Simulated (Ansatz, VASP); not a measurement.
# Two plane-wave programs on BiTe

```
CELL_PARAMETERS angstrom
0.00000 3.16896 3.16896
3.16896 0.00000 3.16896
3.16896 3.16896 0.00000
ATOMIC_POSITIONS crystal
Bi 0.00000 0.00000 0.00000
Te 0.50000 0.50000 0.50000
```

Alike in both runs: task single point; functional r2SCAN; k mesh 7 × 7 × 7; occupations fermi-dirac, width 0.05 eV; no spin polarisation.

|  | VASP | Ansatz |
| --- | --- | --- |
| version | VASP 6.6.1 | Ansatz 0.2.0 |
| potentials or method | VASP PAW PBE potentials, release 64 (Bi_d, Te) | Ansatz PAW |
| plane-wave cutoff (eV) | 520 | 500 |
| valence electrons in the cell | 21 | 31 |

```csv
,VASP,Ansatz,Ansatz less VASP
gap on the k mesh at the Fermi level (eV),none,none,-
pressure (GPa),3.7,3.7,+0.02
```

VASP's potentials were made for PBE, not for r2SCAN. A gap of «none» marks a metal or a gap that the smearing closes. VASP's potentials hold 21 valence electrons a cell and Ansatz's 31, so a difference there can come from the potentials and not from the codes.

Neither program's run includes spin-orbit coupling.
